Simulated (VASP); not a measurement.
# Sc (Im-3m) in VASP: single point with PBE

Aim: the single point of Sc with PBE.

Everything below comes from runs of VASP 6.6.1. Logs are shortened: lines on timing, memory, paths and dates and some standing lists are left out, and cuts for length are marked.

## Step 1: The cell of the first run

Symmetry: Im-3m, No. 229, cubic system. Conventional cell: a = 3.641 Å, b = 3.641 Å, c = 3.641 Å, α = 90.00°, β = 90.00°, γ = 90.00°. Sc (site symmetry m-3m) has 14 Sc at 3.15 to 3.64 Å within 4.1 Å.

This isn't the form of Sc at room conditions, which is hcp.

## Step 2: Single point, PBE

INCAR reads:

```
SYSTEM = Sc
  ALGO = Normal
  EDIFF = 1E-7
  ENCUT = 520
  GGA = PE
  ISIF = 2
  ISMEAR = -1
  LASPH = .True.
  LCHARG = .True.
  LELF = .True.
  LREAL = .False.
  LVHAR = .True.
  LWAVE = .False.
  NBANDS = 12
  NELM = 60
  PREC = Accurate
  SIGMA = 0.1
```

KPOINTS reads:

```
k-points
0
Gamma
  13 13 13
  0 0 0
```

POSCAR reads:

```
Sc
1.0
   -1.8207340000      1.8207340000      1.8207340000
    1.8207340000     -1.8207340000      1.8207340000
    1.8207340000      1.8207340000     -1.8207340000
Sc
1
Direct
    0.0000000000      0.0000000000      0.0000000000
```

Potentials or basis: VASP PAW PBE potentials, release 64 (Sc_sv).

Command:

```sh
$ cat potpaw_PBE.64/Sc_sv/POTCAR > POTCAR
$ mpirun -np 1 vasp_std > vasp.out
```

OUTCAR:

```text
SYSTEM = Sc
   EDIFF = 1E-7
   ENCUT = 520
   GGA = PE
   ISIF = 2
   ISMEAR = -1
   LASPH = .True.
   LREAL = .False.
   NELM = 60
   PREC = Accurate

 ion  position               nearest neighbor table
   1  0.000  0.000  0.000-

  LATTYP: Found a body centered cubic cell.
 ALAT       =     3.6414680000

  Lattice vectors:

 A1 = (  -1.8207340000,   1.8207340000,   1.8207340000)
 A2 = (   1.8207340000,  -1.8207340000,   1.8207340000)
 A3 = (   1.8207340000,   1.8207340000,  -1.8207340000)

Analysis of symmetry for initial positions (statically):
=====================================================================
 Subroutine PRICEL returns:
 Original cell was already a primitive cell.

 Routine SETGRP: Setting up the symmetry group for a
 body centered cubic supercell.

 Subroutine GETGRP returns: Found 48 space group operations
 (whereof 48 operations were pure point group operations)
 out of a pool of 48 trial point group operations.

The static configuration has the point symmetry O_h .

Analysis of symmetry for dynamics (positions and initial velocities):
=====================================================================
 Subroutine PRICEL returns:
 Original cell was already a primitive cell.

 Routine SETGRP: Setting up the symmetry group for a
 body centered cubic supercell.

 Subroutine GETGRP returns: Found 48 space group operations
 (whereof 48 operations were pure point group operations)
 out of a pool of 48 trial point group operations.

The dynamic configuration has the point symmetry O_h .

 Subroutine INISYM returns: Found 48 space group operations
 (whereof 48 operations are pure point group operations),
 and found     1 'primitive' translations

----------------------------------------------------------------------------------------

                                     Primitive cell

  volume of cell :      24.1435

  direct lattice vectors                    reciprocal lattice vectors
    -1.820734000  1.820734000  1.820734000     0.000000000  0.274614524  0.274614524
     1.820734000 -1.820734000  1.820734000     0.274614524  0.000000000  0.274614524
     1.820734000  1.820734000 -1.820734000     0.274614524  0.274614524  0.000000000

  length of vectors
     3.153603795  3.153603795  3.153603795     0.388363584  0.388363584  0.388363584

  position of ions in fractional coordinates (direct lattice)
     0.000000000  0.000000000  0.000000000

  ion indices of the primitive-cell ions
   primitive index   ion index
                 1           1

----------------------------------------------------------------------------------------

 KPOINTS: k-points

Automatic generation of k-mesh.
 Grid dimensions read from file:
 generate k-points for:   13   13   13

 Generating k-lattice:

  Cartesian coordinates                     Fractional coordinates (reciprocal lattice)
     0.000000000  0.021124194  0.021124194     0.076923077  0.000000000  0.000000000
     0.021124194  0.000000000  0.021124194     0.000000000  0.076923077  0.000000000
     0.021124194  0.021124194  0.000000000     0.000000000  0.000000000  0.076923077

  Length of vectors
     0.029874122  0.029874122  0.029874122

  Shift w.r.t. Gamma in fractional coordinates (k-lattice)
     0.000000000  0.000000000  0.000000000

 Subroutine IBZKPT returns following result:
 ===========================================

 Found     84 irreducible k-points:

 Following reciprocal coordinates:
            Coordinates               Weight
  0.000000  0.000000  0.000000      1.000000
  0.076923  0.000000  0.000000     12.000000
  0.153846  0.000000  0.000000     12.000000
  0.230769  0.000000  0.000000     12.000000
  0.307692  0.000000  0.000000     12.000000
  0.384615  0.000000  0.000000     12.000000
[... 16 lines left out ...]
  0.153846  0.076923  0.076923     24.000000
  0.230769  0.076923  0.076923     24.000000
 [... further k-points ...]
   k-points           NKPTS =     84   k-points in BZ     NKDIM =     84   number of bands    NBANDS=     12
   number of dos      NEDOS =    301   number of ions     NIONS =      1
   total plane-waves  NPLWV =  13824
   dimension x,y,z NGX =    24 NGY =   24 NGZ =   24
   dimension x,y,z NGXF=    48 NGYF=   48 NGZF=   48
   ions per type =               1
   NGX,Y,Z   is equivalent  to a cutoff of  12.65, 12.65, 12.65 a.u.
   NGXF,Y,Z  is equivalent  to a cutoff of  25.30, 25.30, 25.30 a.u.
 SYSTEM =  Sc
   PREC   = accura    normal or accurate (medium, high low for compatibility)
   ISTART =      0    job   : 0-new  1-cont  2-samecut
   ICHARG =      2    charge: 1-file 2-atom 10-const
   ISPIN  =      1    spin polarized calculation?
   LNONCOLLINEAR =      F non collinear calculations
   LSORBIT =      F    spin-orbit coupling
   LASPH  =      T    aspherical Exc in radial PAW
   ENCUT  =  520.0 eV  38.22 Ry    6.18 a.u.   5.86  5.86  5.86*2*pi/ulx,y,z
   NELM   =     60;   NELMIN=  2; NELMDL= -5     # of ELM steps
   EDIFF  = 0.1E-06   stopping-criterion for ELM
   LREAL  =      F    real-space projection
   EDIFFG = 0.1E-05   stopping-criterion for IOM
   NSW    =      0    number of steps for IOM
   IBRION =     -1    ionic relax: 0-MD 1-quasi-New 2-CG
   NFREE  =      0    steps in history (QN), initial steepest desc. (CG)
   ISIF   =      2    stress and relaxation
   ISYM   =      2    0-nonsym 1-usesym 2-fastsym
   POTIM  = 0.5000    time-step for ionic-motion
   TEBEG  =    0.0;   TEEND  =   0.0 temperature during run
   PSTRESS=    0.0 pullay stress
   NELECT =      11.0000    total number of electrons
   NUPDOWN=      -1.0000    fix difference up-down
   EMIN   =  10.00;   EMAX   =-10.00  energy-range for DOS
   EFERMI =   0.00;   METHOD = LEGACY
   ISMEAR =    -1;   SIGMA  =   0.10  broadening in eV -4-tet -1-fermi 0-gaus
   EFERMI_NEDOS =   21; number of points for ismear=-14 and -15
   IALGO  =     38    algorithm
   IMIX   =      4    mixing-type and parameters
     AMIX     =   0.40;   BMIX     =  1.00
     AMIX_MAG =   1.60;   BMIX_MAG =  1.00
  volume/ion in A,a.u.               =      24.14       162.93
  Fermi-wavevector in a.u.,A,eV,Ry     =   1.259716  2.380518 21.590865  1.586884
  Thomas-Fermi vector in A             =   2.393262
   LORBIT       =      0    0 simple, 1 ext, 2 COOP (PROOUT), +10 PAW based schemes
   GGA     = PE    functional components
   LHFCALC =     F    Hartree Fock is set to
   AEXX    =    0.0000 exact exchange contribution
   IVDW    =     0    specifies the selected vdW correction
   LEPSILON=     F    determine dielectric tensor
   LRPA    =     F    only Hartree local field effects (RPA)
 non-spin polarized calculation
  energy-cutoff  :      520.00
  volume of cell :       24.14
 maximum number of plane-waves:       678
   NGX = 11   NGY = 11   NGZ = 11

 number of electron      11.0000004 magnetization

 Free energy of the ion-electron system (eV)
  ---------------------------------------------------
  ext. energy  EPLUGINS =         0.00000000
  ---------------------------------------------------
  free energy    TOTEN  =        -6.18163672 eV

  energy without entropy =       -6.10291490  energy(sigma->0) =       -6.14227581

 E-fermi :   3.9150     XC(G=0):  -9.9641

 val. band max:        3.9144175677   @ k =   0.3077   0.2308   0.0769
 cond. band min:       3.9219030600   @ k =   0.2308   0.1538   0.1538
 fundamental gap:      0.0074854922
 Fermi energy:         3.9150041650

 k-point     1 :       0.0000    0.0000    0.0000
  band No.  band energies     occupation
      1     -45.6084      2.00000
      2     -24.0050      2.00000
      3     -24.0050      2.00000
      4     -24.0050      2.00000
      5      -1.3609      2.00000
      6       5.4034      0.00000
      7       5.4034      0.00000
      8       5.4034      0.00000
      9       6.8463      0.00000
     10       6.8463      0.00000
     11      18.1560      0.00000
     12      18.1560      0.00000

 k-point     2 :       0.0769    0.0000    0.0000
  band No.  band energies     occupation
      1     -45.6045      2.00000
      2     -24.0301      2.00000
      3     -24.0129      2.00000
      4     -24.0051      2.00000
      5      -1.1996      2.00000
      6       5.3224      0.00000
      7       5.3712      0.00000
      8       5.5231      0.00000
      9       6.7533      0.00000
     10       6.8509      0.00000
     11      17.9018      0.00000
     12      18.1289      0.00000

 k-point     3 :       0.1538    0.0000    0.0000
  band No.  band energies     occupation
      1     -45.5936      2.00000
      2     -24.0989      2.00000
      3     -24.0346      2.00000
      4     -24.0054      2.00000
      5      -0.7329      2.00000
      6       5.1074      0.00001
      7       5.2127      0.00000
      8       5.8709      0.00000
      9       6.6027      0.00000
     10       6.8712      0.00000
     11      17.0105      0.00000
     12      17.7802      0.00000

 k-point     4 :       0.2308    0.0000    0.0000
  band No.  band energies     occupation
      1     -45.5781      2.00000
      2     -24.1945      2.00000
      3     -24.0650      2.00000
      4     -24.0058      2.00000
      5      -0.0161      2.00000
      6       4.8248      0.00022
      7       4.8744      0.00014
      8       6.4090      0.00000
      9       6.5893      0.00000
     10       6.9193      0.00000
     11      15.4825      0.00000
     12      16.9157      0.00000

 k-point     5 :       0.3077    0.0000    0.0000
  band No.  band energies     occupation
      1     -45.5616      2.00000
      2     -24.2942      2.00000
      3     -24.0970      2.00000
      4     -24.0063      2.00000
      5       0.8389      2.00000
      6       4.5075      0.00533
      7       4.5469      0.00360
      8       6.6926      0.00000
      9       6.9977      0.00000
     10       7.0634      0.00000
     11      13.7243      0.00000
     12      15.9302      0.00000
[... 228 lines left out ...]
      1     -45.5312      2.00000
      2     -24.3250      2.00000
      3     -24.2595      2.00000
      4     -24.0564      2.00000
      5       3.3092      1.99533
      6       3.6559      1.86052
      7       3.9003      1.07333
      8       6.9336      0.00000
      9       7.1214      0.00000
     10       9.8966      0.00000
     11      11.0997      0.00000
     12      11.2317      0.00000

 k-point    22 :       0.0769    0.0769    0.0769
  band No.  band energies     occupation
      1     -45.5872      2.00000
      2     -24.1464      2.00000
      3     -24.0227      2.00000
      4     -24.0227      2.00000
      5      -0.4336      2.00000
      6       4.9667      0.00005
      7       4.9667      0.00005
      8       6.2101      0.00000
      9       6.7511      0.00000
     10       6.7511      0.00000
     11      16.9021      0.00000
     12      16.9021      0.00000

 k-point    23 :       0.1538    0.0769    0.0769
  band No.  band energies     occupation
      1     -45.5732      2.00000
      2     -24.2269      2.00000
      3     -24.0547      2.00000
      4     -24.0248      2.00000
      5       0.2658      2.00000
      6       4.6479      0.00131
      7       4.6617      0.00114
      8       6.7005      0.00000
      9       6.7949      0.00000
     10       6.8903      0.00000
     11      15.5199      0.00000
     12      16.1418      0.00000

 k-point    24 :       0.2308    0.0769    0.0769
  band No.  band energies     occupation
      1     -45.5584      2.00000
      2     -24.3043      2.00000
      3     -24.0954      2.00000
      4     -24.0270      2.00000
      5       1.1119      2.00000
      6       4.3192      0.03453
      7       4.3929      0.01668
      8       6.7656      0.00000
      9       7.0097      0.00000
     10       7.4622      0.00000
     11      13.7703      0.00000
     12      15.3409      0.00000

 [... further k-points ...]

------------------------ aborting loop because EDIFF is reached ----------------------------------------

  FORCE on cell =-STRESS in cart. coord.  units (eV):
  Direction    XX          YY          ZZ          XY          YZ          ZX
  --------------------------------------------------------------------------------------
  -------------------------------------------------------------------------------------
  Total        0.2787292      0.2787292      0.2787292      0.0000000      0.0000000     -0.0000000
  in kB       18.4966708     18.4966708     18.4966708      0.0000000      0.0000000     -0.0000000
  external PRESSURE =      18.4966708 kB  Pullay stress =       0.0000000 kB

 VOLUME and BASIS-vectors are now :
 -----------------------------------------------------------------------------
  energy-cutoff  :      520.00
  volume of cell :       24.14
      direct lattice vectors                 reciprocal lattice vectors
    -1.820734000  1.820734000  1.820734000     0.000000000  0.274614524  0.274614524
     1.820734000 -1.820734000  1.820734000     0.274614524  0.000000000  0.274614524
     1.820734000  1.820734000 -1.820734000     0.274614524  0.274614524  0.000000000

 POSITION                                       TOTAL-FORCE (eV/Angst)
 -----------------------------------------------------------------------------------
      0.00000      0.00000      0.00000         0.000000      0.000000      0.000000
 -----------------------------------------------------------------------------------
    total drift:                                0.000000      0.000000      0.000000

  FREE ENERGIE OF THE ION-ELECTRON SYSTEM (eV)
  ---------------------------------------------------
  free  energy   TOTEN  =        -6.1816367237 eV

  energy  without entropy=       -6.1029148965  energy(sigma->0) =       -6.14227581
```

It took 16 s on 1 thread of Intel Xeon Platinum 8488C (Sapphire Rapids), shared host; peak memory 0.15 GiB.

What came out:

```yaml
Free_energy: -6.1816 eV
Pressure: 1.8 GPa
Band_gap_on_the_k_mesh: zero (an odd number of electrons rules out a gap without spin polarisation)
```
